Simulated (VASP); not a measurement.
# ZrC in VASP: further runs, part 2 of 2

VASP 6.6.1. The steps go on from the part before.

## (5) Single point, PBEsol (strained)

The input, INCAR:

```
SYSTEM = ZrC
PREC     = Accurate       ! precision mode
ENCUT    = 520            ! plane-wave cutoff, eV
EDIFF    = 1E-7           ! SCF threshold, eV
ISMEAR   = 0              ! smearing method
SIGMA    = 0.1            ! smearing width, eV
LREAL    = .FALSE.        ! projectors in reciprocal space
LASPH    = .TRUE.         ! aspherical terms in the spheres
NELM     = 60             ! most SCF steps
ALGO     = Normal         ! electronic algorithm
ISIF     = 2              ! what is computed and relaxed
LWAVE    = .FALSE.        ! write WAVECAR
LCHARG   = .FALSE.        ! write CHGCAR
GGA      = PS             ! functional
NBANDS   = 24             ! bands
```

The input, KPOINTS:

```
Automatic mesh
0
G
  15 15 8
  0 0 0
```

The input, POSCAR:

```
ZrC
1.0
    3.4479782665      0.0000000000      0.0000000000
   -1.7239891332      2.9860367705      0.0000000000
    0.0000000000      0.0000000000      5.0607821030
Zr C
2 2
Direct
    0.3333333300      0.6666666700      0.2500000000
    0.6666666700      0.3333333300      0.7500000000
    0.0000000000      0.0000000000      0.0000000000
    0.0000000000      0.0000000000      0.5000000000
```

Potentials or basis: VASP PAW PBE potentials, release 64 (Zr_sv, C).

Launch:

```sh
> cat potpaw_PBE.64/Zr_sv/POTCAR potpaw_PBE.64/C/POTCAR > POTCAR
> mpirun -np 1 vasp_std > vasp.out
```

OUTCAR:

```text
SYSTEM = ZrC
   PREC = Accurate
   ENCUT = 520
   EDIFF = 1E-7
   ISMEAR = 0
   LREAL = .FALSE.
   LASPH = .TRUE.
   NELM = 60
   ISIF = 2
   GGA = PS

 ion  position               nearest neighbor table
   1  0.333  0.667  0.250-   3 2.36   4 2.36   3 2.36   4 2.36   3 2.36   4 2.36   2 3.22   2 3.22
                             2 3.22   2 3.22   2 3.22   2 3.22
   2  0.667  0.333  0.750-   3 2.36   4 2.36   3 2.36   4 2.36   3 2.36   4 2.36   1 3.22   1 3.22
                             1 3.22   1 3.22   1 3.22   1 3.22
   3  0.000  0.000  0.000-   1 2.36   2 2.36   1 2.36   2 2.36   2 2.36   1 2.36
   4  0.000  0.000  0.500-   1 2.36   2 2.36   1 2.36   2 2.36   2 2.36   1 2.36

  LATTYP: Found a hexagonal cell.
 ALAT       =     3.4479782665
 C/A-ratio  =     1.4677534810

  Lattice vectors:

 A1 = (   3.4479782665,   0.0000000000,   0.0000000000)
 A2 = (  -1.7239891332,   2.9860367705,   0.0000000000)
 A3 = (   0.0000000000,   0.0000000000,   5.0607821030)

Analysis of symmetry for initial positions (statically):
[... 35 lines left out ...]
                                     Primitive cell

  volume of cell :      52.1047

  direct lattice vectors                    reciprocal lattice vectors
     3.447978266  0.000000000  0.000000000     0.290025030  0.167446029  0.000000000
    -1.723989133  2.986036771  0.000000000     0.000000000  0.334892058  0.000000000
     0.000000000  0.000000000  5.060782103     0.000000000  0.000000000  0.197597917

  length of vectors
     3.447978266  3.447978266  5.060782103     0.334892058  0.334892058  0.197597917

  position of ions in fractional coordinates (direct lattice)
     0.333333330  0.666666670  0.250000000
     0.666666670  0.333333330  0.750000000
     0.000000000  0.000000000  0.000000000
     0.000000000  0.000000000  0.500000000

  ion indices of the primitive-cell ions
   primitive index   ion index
                 1           1
                 2           2
                 3           3
                 4           4

----------------------------------------------------------------------------------------

[... 83 lines left out ...]
   EFERMI =   0.00;   METHOD = LEGACY
   ISMEAR =     0;   SIGMA  =   0.10  broadening in eV -4-tet -1-fermi 0-gaus
   EFERMI_NEDOS =   21; number of points for ismear=-14 and -15
   IALGO  =     38    algorithm
   IMIX   =      4    mixing-type and parameters
     AMIX     =   0.40;   BMIX     =  1.00
     AMIX_MAG =   1.60;   BMIX_MAG =  1.00
  volume/ion in A,a.u.               =      13.03        87.91
  Fermi-wavevector in a.u.,A,eV,Ry     =   1.391551  2.629650 26.346505  1.936414
  Thomas-Fermi vector in A             =   2.515379
   LORBIT       =      0    0 simple, 1 ext, 2 COOP (PROOUT), +10 PAW based schemes
   GGA     = PS    functional components
   LHFCALC =     F    Hartree Fock is set to
   AEXX    =    0.0000 exact exchange contribution
   IVDW    =     0    specifies the selected vdW correction
   LEPSILON=     F    determine dielectric tensor
   LRPA    =     F    only Hartree local field effects (RPA)
 non-spin polarized calculation
 Gauss-broadening in eV      SIGMA  =   0.10
  energy-cutoff  :      520.00
  volume of cell :       52.10
 maximum number of plane-waves:      1425
 NGX is ok and might be reduce to    28
   NGX = 13   NGY = 13   NGZ = 19

 number of electron      32.0000001 magnetization

 Free energy of the ion-electron system (eV)
  ---------------------------------------------------
  ext. energy  EPLUGINS =         0.00000000
  ---------------------------------------------------
  free energy    TOTEN  =       -40.41256497 eV

  energy without entropy =      -40.40954083  energy(sigma->0) =      -40.41105290

 E-fermi :   9.9158     XC(G=0): -12.2640

 val. band max:        9.9068814870   @ k =   0.2000   0.2000   0.3750
 cond. band min:       9.9346477894   @ k =   0.1333   0.0000   0.1250
 fundamental gap:      0.0277663024
 Fermi energy:         9.9158277436

 k-point     1 :       0.0000    0.0000    0.0000
  band No.  band energies     occupation
      1     -38.4280      2.00000
      2     -38.2801      2.00000
      3     -17.0709      2.00000
      4     -16.3599      2.00000
      5     -16.3599      2.00000
      6     -16.2194      2.00000
[... 637 lines left out ...]
     23      16.2526      0.00000
     24      16.3751      0.00000

 [... further k-points ...]
[... 5 lines left out ...]
  --------------------------------------------------------------------------------------
  -------------------------------------------------------------------------------------
  Total       -3.1104961     -3.1104961      0.7216243     -0.0000000      0.0000000      0.0000000
  in kB      -95.6451468    -95.6451468     22.1893432     -0.0000000      0.0000000      0.0000000
  external PRESSURE =     -56.3669834 kB  Pullay stress =       0.0000000 kB

 VOLUME and BASIS-vectors are now :
 -----------------------------------------------------------------------------
  energy-cutoff  :      520.00
  volume of cell :       52.10
      direct lattice vectors                 reciprocal lattice vectors
     3.447978266  0.000000000  0.000000000     0.290025030  0.167446029  0.000000000
    -1.723989133  2.986036771  0.000000000     0.000000000  0.334892058  0.000000000
     0.000000000  0.000000000  5.060782103     0.000000000  0.000000000  0.197597917

 POSITION                                       TOTAL-FORCE (eV/Angst)
 -----------------------------------------------------------------------------------
     -0.00000      1.99069      1.26520        -0.000000     -0.000000      0.000000
      1.72399      0.99535      3.79559        -0.000000      0.000000      0.000000
      0.00000      0.00000      0.00000         0.000000      0.000000      0.000000
      0.00000      0.00000      2.53039         0.000000      0.000000      0.000000
 -----------------------------------------------------------------------------------
    total drift:                               -0.000012      0.000007     -0.000000

  FREE ENERGIE OF THE ION-ELECTRON SYSTEM (eV)
  ---------------------------------------------------
  free  energy   TOTEN  =       -40.4125649653 eV

  energy  without entropy=      -40.4095408267  energy(sigma->0) =      -40.41105290
```

OSZICAR:

```text
N       E                     dE             d eps       ncg     rms          rms(c)
DAV:   1     0.250201787160E+03    0.25020E+03   -0.17062E+04  6480   0.135E+03
DAV:   2    -0.252948857877E+02   -0.27550E+03   -0.26014E+03  7808   0.372E+02
DAV:   3    -0.455168306827E+02   -0.20222E+02   -0.19996E+02 11728   0.808E+01
DAV:   4    -0.461043417361E+02   -0.58751E+00   -0.58721E+00  7688   0.139E+01
DAV:   5    -0.461281111573E+02   -0.23769E-01   -0.23768E-01 10376   0.191E+00    0.296E+01
DAV:   6    -0.407139979301E+02    0.54141E+01   -0.26772E+01  7760   0.263E+01    0.119E+01
DAV:   7    -0.404516697275E+02    0.26233E+00   -0.22900E+00  9192   0.741E+00    0.796E+00
DAV:   8    -0.404361588747E+02    0.15511E-01   -0.39489E-01  7616   0.345E+00    0.126E+00
DAV:   9    -0.404128860697E+02    0.23273E-01   -0.12264E-01  9008   0.141E+00    0.544E-01
DAV:  10    -0.404129458989E+02   -0.59829E-04   -0.75496E-03  8008   0.614E-01    0.217E-01
DAV:  11    -0.404125667553E+02    0.37914E-03   -0.16065E-03  8984   0.196E-01    0.330E-02
DAV:  12    -0.404125654511E+02    0.13042E-05   -0.48136E-05  7784   0.471E-02    0.136E-02
DAV:  13    -0.404125657731E+02   -0.32205E-06   -0.47360E-06  8504   0.129E-02    0.615E-03
DAV:  14    -0.404125650204E+02    0.75269E-06   -0.15659E-06  6384   0.634E-03    0.203E-03
DAV:  15    -0.404125649653E+02    0.55079E-07   -0.83243E-08  5128   0.235E-03
   1 F= -.40412565E+02 E0= -.40411053E+02  d E =-.302414E-02
```

stdout:

```text
POSCAR found type information on POSCAR ZrC
 POSCAR found :  2 types and       4 ions
 scaLAPACK will be used
 -----------------------------------------------------------------------------
|                                                                             |
|                                                                             |
|     You enforced a specific xc type in the INCAR file but a different       |
|     I HOPE YOU KNOW WHAT YOU ARE DOING!                                     |
|                                                                             |
 -----------------------------------------------------------------------------

 LDA part: xc-table for (Slater+PW92), standard interpolation
 POSCAR, INCAR and KPOINTS ok, starting setup
 FFT: planning ... GRIDC
 FFT: planning ... GRID_SOFT
 FFT: planning ... GRID
 WAVECAR not read
 entering main loop
```

It took 1.9 min on 1 thread of Intel Xeon Platinum 8488C (Sapphire Rapids), shared host; peak memory 0.27 GiB.

What came out:

```yaml
Free_energy: -40.4126 eV
Pressure: -5.6 GPa
Band_gap_on_the_k_mesh: zero (band 16 reaches 10.89 eV, above the bottom of band 17 at 9.67 eV)
```

Levels at points of the mesh, in eV from the Fermi level:
| k point | band 12 | band 13 | band 14 | band 15 | band 16 | band 17 | band 18 | band 19 | band 20 | band 21 |
| --- | --- | --- | --- | --- | --- | --- | --- | --- | --- | --- |
| (0.00, 0.00, 0.00) | -3.30 | -3.30 | -1.36 | -1.36 | 0.97 | 1.09 | 1.09 | 1.18 | 1.18 | 2.79 |
| (0.00, 0.00, 0.50) | -2.89 | -2.89 | -2.89 | -2.54 | -2.54 | 3.40 | 3.40 | 3.40 | 3.40 | 4.03 |

Caveat: the cell differs from its parent crystal (strained); the PAW data sets were made with another functional, which shifts forces and pressure a little.

## (6) Summary

```csv
cell,k mesh,gap on the mesh (eV),pressure (GPa)
"a = 3.402, b = 3.402, c = 5.227 Å, angles 90.0, 90.0, 120.0°, 4 atoms",15 × 15 × 8,none,-6.5
"a = 3.391, b = 3.391, c = 5.290 Å, angles 90.0, 90.0, 120.0°, 4 atoms",12 × 12 × 8,none,-7.5
"a = 3.368, b = 3.368, c = 5.571 Å, angles 90.0, 90.0, 120.0°, 4 atoms",15 × 15 × 8,none,-14.4
"a = 3.448, b = 3.448, c = 5.061 Å, angles 90.0, 90.0, 120.0°, 4 atoms",15 × 15 × 8,none,-5.6
```

Alike in all rows: task single point; level PBEsol; potentials or basis VASP PAW PBE potentials, release 64 (Zr_sv, C); no spin polarisation; cutoff (eV) 520; smearing gaussian 0.1 eV.

Caveats: the PAW data sets were made with another functional, which shifts forces and pressure a little.

Total energies depend on the potentials used, so only differences within one code and one set of settings carry meaning.
